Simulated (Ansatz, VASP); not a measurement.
## One calculation of Ge, two programs

The input INCAR:

```
PREC     = Accurate       # precision mode
ENCUT    = 520            # plane-wave cutoff, eV
EDIFF    = 1E-6           # SCF threshold, eV
ISMEAR   = 0              # smearing method
SIGMA    = 0.15           # smearing width, eV
LREAL    = F              # projectors in reciprocal space
LASPH    = T              # aspherical terms in the spheres
NELM     = 80             # most SCF steps
ALGO     = Normal         # electronic algorithm
ISIF     = 2              # what is computed and relaxed
LWAVE    = F              # write WAVECAR
LCHARG   = F              # write CHGCAR
GGA      = PS             # functional
NBANDS   = 36             # bands
```

The input KPOINTS:

```
regular mesh
0
Gamma
  12 12 8
```

POSCAR

```
Ge
1.0
    3.4932886429      0.0000000000      0.0000000000
   -1.7466443215      3.0252767075      0.0000000000
    0.0000000000      0.0000000000      5.9993688303
Ge
4
Direct
    0.0000000000      0.0000000000      0.0711500000
    0.0000000000      0.0000000000      0.5711500000
    0.3333333333      0.6666666667      0.8211500000
    0.6666666667      0.3333333333      0.3211500000
```

Input for Ansatz:

```yaml
crystal:
  lattice:
    - [3.4932886429, 0.0, 0.0]
    - [-1.7466443215, 3.0252767075, 0.0]
    - [0.0, 0.0, 5.9993688303]
  atoms:
    - { symbol: Ge, position: [0.0, 0.0, 0.07115] }
    - { symbol: Ge, position: [0.0, 0.0, 0.57115] }
    - { symbol: Ge, position: [0.3333333333, 0.6666666667, 0.82115] }
    - { symbol: Ge, position: [0.6666666667, 0.3333333333, 0.32115] }
basis:
  ecutwfc: 420
kpoints:
  mp_grid: { grid: [12, 12, 8] }
hamiltonian:
  xc: pbesol
scf:
  occupations: { method: gaussian, width: 0.15 }
output:
  forces: true
  stress: true
  eigenvalues: true
```

Change from the starting cell: strain -0.080 along x and y, -0.040 along z, atoms carried along.

Alike in both runs: task single point; functional PBEsol; k mesh 12 × 12 × 8; occupations gaussian, width 0.15 eV; no spin polarisation.

```csv
,VASP,Ansatz
version,VASP 6.6.1,Ansatz 0.2.0
potentials or method,"VASP PAW PBE potentials, release 64 (Ge_d), cutoff 520 eV","scalar-relativistic, plane waves, PAW"
valence electrons in the cell,56,56
```

```tsv
	VASP	Ansatz	Ansatz less VASP
gap on the k mesh at the Fermi level (eV)	none	none	-
pressure (GPa)	23.5	23.4	-0.07
traceless stress, the component that is largest in VASP (GPa)	3.01	3.01	-0.008
```

VASP's potentials were made for PBE, not for PBEsol. A gap of «none» marks a metal or a gap that the smearing closes.
